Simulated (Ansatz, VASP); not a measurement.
## K: VASP beside Ansatz

```
K
1.0
    -2.64093    2.64093    2.64093
     2.64093   -2.64093    2.64093
     2.64093    2.64093   -2.64093
K
1
Direct
  0.00000 0.00000 0.00000
```

Alike in both runs: functional PBE; k mesh 12 × 12 × 12; occupations gaussian, width 0.1 eV; no spin polarisation.

Ansatz relaxed the structure, and its values are those at the end. VASP's run is a single point on that final structure, the one shown.

|  | VASP | Ansatz |
| --- | --- | --- |
| version | VASP 6.6.1 | Ansatz 0.2.0 |
| potentials or method | VASP PAW PBE potentials, release 64 (K_sv), cutoff 520 eV | scalar-relativistic, plane waves, PAW |
| valence electrons in the cell | 9 | 9 |

|  | VASP | Ansatz | Ansatz less VASP |
| --- | --- | --- | --- |
| gap on the k mesh at the Fermi level (eV) | none | none | - |
| pressure (GPa) | 0.0 | 0.0 | +0.01 |

A gap of «none» marks a metal or a gap that the smearing closes.
